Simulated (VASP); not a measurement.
# SnO (F-43m) in VASP: single point with HSE06

Aim: the single point of SnO with HSE06.

All numbers are computed with VASP 6.6.1; they aren't measurements. Logs are shortened: lines on timing, memory, paths and dates and some standing lists are left out, and cuts for length are marked.

## 1. The cell of the first run

The structure is cubic, space group F-43m (No. 216). Conventional cell: a = 5.479 Å, b = 5.479 Å, c = 5.479 Å, α = 90.00°, β = 90.00°, γ = 90.00°. Within 3.1 Å of Sn (site symmetry -43m) lie 4 O at 2.37 Å. O (site symmetry -43m) has 4 Sn at 2.37 Å within 3.1 Å.

## 2. Single point, HSE06 (strain +1.1%)

The input, POSCAR:

```
SnO
1.0
    0.0000000000      2.7393591945      2.7393591945
    2.7393591945      0.0000000000      2.7393591945
    2.7393591945      2.7393591945      0.0000000000
Sn O
1 1
Direct
    0.0000000000      0.0000000000      0.0000000000
    0.2500000000      0.2500000000      0.2500000000
```

The input, INCAR.step1:

```
PREC = Accurate
ENCUT = 520
EDIFF = 1E-5
ISMEAR = -1
SIGMA = 0.02
LREAL = F
LASPH = T
NELM = 60
ALGO = Normal
ISIF = 2
LWAVE = T
LCHARG = F
NBANDS = 17
GGA = PE
```

The input, INCAR.step2:

```
PREC = Accurate
ENCUT = 520
EDIFF = 1E-6
ISMEAR = -1
SIGMA = 0.02
LREAL = F
LASPH = T
NELM = 60
ALGO = Normal
ISIF = 2
LWAVE = F
LCHARG = F
GGA = PE
LHFCALC = T
HFSCREEN = 0.2079
PRECFOCK = Normal
NBANDS = 17
ISTART = 1
```

The input, KPOINTS:

```
regular mesh
0
Gamma
  6 6 6
```

Potentials or basis: VASP PAW PBE potentials, release 64 (Sn_d, O).

Started as:

```
$ cat potpaw_PBE.64/Sn_d/POTCAR potpaw_PBE.64/O/POTCAR > POTCAR
$ cp INCAR.step1 INCAR
$ mpirun -np 1 vasp_std > vasp.out
$ cp INCAR.step2 INCAR
$ mpirun -np 1 vasp_std > vasp.out
```

OUTCAR:

```text
PREC = Accurate
   ENCUT = 520
   EDIFF = 1E-6
   ISMEAR = -1
   LREAL = F
   LASPH = T
   NELM = 60
   ISIF = 2
   GGA = PE
   LHFCALC = T
   HFSCREEN = 0.2079
   PRECFOCK = Normal
   ISTART = 1

 ion  position               nearest neighbor table
   1  0.000  0.000  0.000-   2 2.37   2 2.37   2 2.37   2 2.37
   2  0.250  0.250  0.250-   1 2.37   1 2.37   1 2.37   1 2.37

  LATTYP: Found a face centered cubic cell.
 ALAT       =     5.4787183890

  Lattice vectors:

 A1 = (   0.0000000000,   2.7393591945,   2.7393591945)
 A2 = (   2.7393591945,   0.0000000000,   2.7393591945)
 A3 = (   2.7393591945,   2.7393591945,   0.0000000000)

Analysis of symmetry for initial positions (statically):
=====================================================================
 Subroutine PRICEL returns:
 Original cell was already a primitive cell.

 Routine SETGRP: Setting up the symmetry group for a
 face centered cubic supercell.

 Subroutine GETGRP returns: Found 24 space group operations
 (whereof 24 operations were pure point group operations)
 out of a pool of 48 trial point group operations.

The static configuration has the point symmetry T_d .

Analysis of symmetry for dynamics (positions and initial velocities):
=====================================================================
 Subroutine PRICEL returns:
 Original cell was already a primitive cell.

 Routine SETGRP: Setting up the symmetry group for a
 face centered cubic supercell.

 Subroutine GETGRP returns: Found 24 space group operations
 (whereof 24 operations were pure point group operations)
 out of a pool of 48 trial point group operations.

The dynamic configuration has the point symmetry T_d .

 Subroutine INISYM returns: Found 24 space group operations
 (whereof 24 operations are pure point group operations),
 and found     1 'primitive' translations

----------------------------------------------------------------------------------------

                                     Primitive cell

  volume of cell :      41.1128

[... 77 lines left out ...]
   ENCUT  =  520.0 eV  38.22 Ry    6.18 a.u.   7.20  7.20  7.20*2*pi/ulx,y,z
   NELM   =     60;   NELMIN=  2; NELMDL=  0     # of ELM steps
   EDIFF  = 0.1E-05   stopping-criterion for ELM
   LREAL  =      F    real-space projection
   EDIFFG = 0.1E-04   stopping-criterion for IOM
   NSW    =      0    number of steps for IOM
   IBRION =     -1    ionic relax: 0-MD 1-quasi-New 2-CG
   NFREE  =      0    steps in history (QN), initial steepest desc. (CG)
   ISIF   =      2    stress and relaxation
   ISYM   =      3    0-nonsym 1-usesym 2-fastsym
   POTIM  = 0.5000    time-step for ionic-motion
   TEBEG  =    0.0;   TEEND  =   0.0 temperature during run
   PSTRESS=    0.0 pullay stress
   NELECT =      20.0000    total number of electrons
   NUPDOWN=      -1.0000    fix difference up-down
   EMIN   =  10.00;   EMAX   =-10.00  energy-range for DOS
   EFERMI =   0.00;   METHOD = LEGACY
   ISMEAR =    -1;   SIGMA  =   0.02  broadening in eV -4-tet -1-fermi 0-gaus
   EFERMI_NEDOS =   21; number of points for ismear=-14 and -15
   IALGO  =     38    algorithm
   IMIX   =      1    mixing-type and parameters
     AMIX     =   0.40;   BMIX     =  1.00
     AMIX_MAG =   1.60;   BMIX_MAG =  1.00
  volume/ion in A,a.u.               =      20.56       138.72
  Fermi-wavevector in a.u.,A,eV,Ry     =   1.287535  2.433089 22.555023  1.657747
  Thomas-Fermi vector in A             =   2.419544
   LORBIT       =      0    0 simple, 1 ext, 2 COOP (PROOUT), +10 PAW based schemes
   GGA     = PE    functional components
   LHFCALC =     T    Hartree Fock is set to
   PRECFOCK=normal    Normal, Fast or Accurate (Low or Medium for compatibility)
   ENCUT4O =  -1.0   cutoff for four orbital integrals eV
   NKREDX  =     1    reduce k-point grid by
   NKREDY  =     1    reduce k-point grid by
   NKREDZ  =     1    reduce k-point grid by
   AEXX    =    0.2500 exact exchange contribution
   HFSCREEN=    0.2079 screening length (either q_TF or 0.3 A-1)
   HFSCREENC=   0.2079 screening length for correlation (either q_TF or 0.3 A-1)
   ENCUTFOCK=  -1.0 apply spherical cutoff to Coloumb kernel
   IVDW    =     0    specifies the selected vdW correction
   LEPSILON=     F    determine dielectric tensor
   LRPA    =     F    only Hartree local field effects (RPA)
 non-spin polarized calculation
  energy-cutoff  :      520.00
  volume of cell :       41.11
 maximum number of plane-waves:      1125
 NGX is ok and might be reduce to    30
  NGX = 24; NGY = 24; NGZ = 24

 number of electron      19.9999989 magnetization

 Free energy of the ion-electron system (eV)
  ---------------------------------------------------
  ext. energy  EPLUGINS =         0.00000000
  ---------------------------------------------------
  free energy    TOTEN  =       -12.73679401 eV

  energy without entropy =      -12.73554357  energy(sigma->0) =      -12.73616879

 E-fermi :   5.4616     XC(G=0):  -7.8614

 val. band max:        5.4396664369   @ k =  -0.3333   0.5000   0.1667
 cond. band min:       6.3912125337   @ k =   0.5000   0.3333   0.0000
 fundamental gap:      0.9515460968
 Fermi energy:         5.4616429208

 k-point     1 :       0.0000    0.0000    0.0000
  band No.  band energies     occupation
      1     -18.4275      2.00000
      2     -18.4275      2.00000
      3     -18.4275      2.00000
      4     -18.3796      2.00000
      5     -18.3796      2.00000
      6     -15.4702      2.00000
[... 297 lines left out ...]
      4     -18.3689      2.00000
      5     -18.3653      2.00000
      6     -14.7150      2.00000
[... 9 lines left out ...]
     16      18.9389      0.00000
     17      21.0361      0.00000

------------------------ aborting loop because EDIFF is reached ----------------------------------------

  FORCE on cell =-STRESS in cart. coord.  units (eV):
  Direction    XX          YY          ZZ          XY          YZ          ZX
  --------------------------------------------------------------------------------------
  -------------------------------------------------------------------------------------
  Total       -0.4757073     -0.4757073     -0.4757073      0.0000000      0.0000000      0.0000000
  in kB      -18.5384522    -18.5384522    -18.5384522      0.0000000      0.0000000      0.0000000
  external PRESSURE =     -18.5384522 kB  Pullay stress =       0.0000000 kB

 VOLUME and BASIS-vectors are now :
 -----------------------------------------------------------------------------
  energy-cutoff  :      520.00
  volume of cell :       41.11
      direct lattice vectors                 reciprocal lattice vectors
     0.000000000  2.739359194  2.739359194    -0.182524439  0.182524439  0.182524439
     2.739359194  0.000000000  2.739359194     0.182524439 -0.182524439  0.182524439
     2.739359194  2.739359194  0.000000000     0.182524439  0.182524439 -0.182524439

 POSITION                                       TOTAL-FORCE (eV/Angst)
 -----------------------------------------------------------------------------------
      0.00000      0.00000      0.00000         0.000000      0.000000      0.000000
      1.36968      1.36968      1.36968        -0.000000     -0.000000     -0.000000
 -----------------------------------------------------------------------------------
    total drift:                               -0.000008     -0.000004     -0.000003

  FREE ENERGIE OF THE ION-ELECTRON SYSTEM (eV)
  ---------------------------------------------------
  free  energy   TOTEN  =       -12.7367940081 eV

  energy  without entropy=      -12.7355435714  energy(sigma->0) =      -12.73616879
```

Wall time 55 min (1 thread of Intel Xeon Platinum 8259CL at 2.50GHz (Skylake/Cascade Lake), shared host); peak memory 0.29 GiB.

What came out:

```yaml
Free_energy: -12.7368 eV
Pressure: -1.9 GPa
Band_gap_on_the_k_mesh: zero (bands 10 and 11 overlap by 0.16 eV)
```

Caveat: the cell differs from its parent crystal (strain +1.1%); the structure was generated, so it needn't be the stable form of SnO; the PAW data sets were made with another functional, which shifts forces and pressure a little; spin-orbit coupling is left out, which moves the levels of the heavy elements.

The gap in the log of VASP goes by the Fermi energy; the results here count the filled bands.